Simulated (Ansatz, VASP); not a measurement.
**Pt: VASP beside Ansatz**

```xyz
1
Lattice="0.0000 1.9468 2.0490 1.8933 0.0000 2.0490 1.8933 1.9468 0.0000" Properties=species:S:1:pos:R:3 pbc="T T T"
Pt    0.0000    0.0000    0.0000
```

Change from the starting cell: normal strain along x -0.0275, normal strain along z +0.0525.

Alike in both runs: task single point; functional LDA; k mesh 20 × 20 × 20; occupations gaussian, width 0.15 eV; no spin polarisation.

|  | VASP | Ansatz |
| --- | --- | --- |
| version | VASP 6.6.1 | Ansatz 0.2.0 |
| potentials or method | VASP PAW LDA potentials, release 64 (Pt), cutoff 520 eV | scalar-relativistic, plane waves, PAW |
| valence electrons in the cell | 10 | 18 |

|  | VASP | Ansatz | Ansatz less VASP |
| --- | --- | --- | --- |
| gap on the k mesh at the Fermi level (eV) | none | none | - |
| pressure (GPa) | -5.3 | -6.0 | -0.70 |
| traceless stress, the component that is largest in VASP (GPa) | -5.06 | -5.04 | +0.012 |

LDA's correlation is that of Perdew and Zunger in VASP and of Perdew and Wang (1992) in Ansatz. A gap of «none» marks a metal or a gap that the smearing closes. VASP's potentials hold 10 valence electrons a cell and Ansatz's 18, so a difference there can come from the potentials and not from the codes.

Spin-orbit coupling is off throughout.
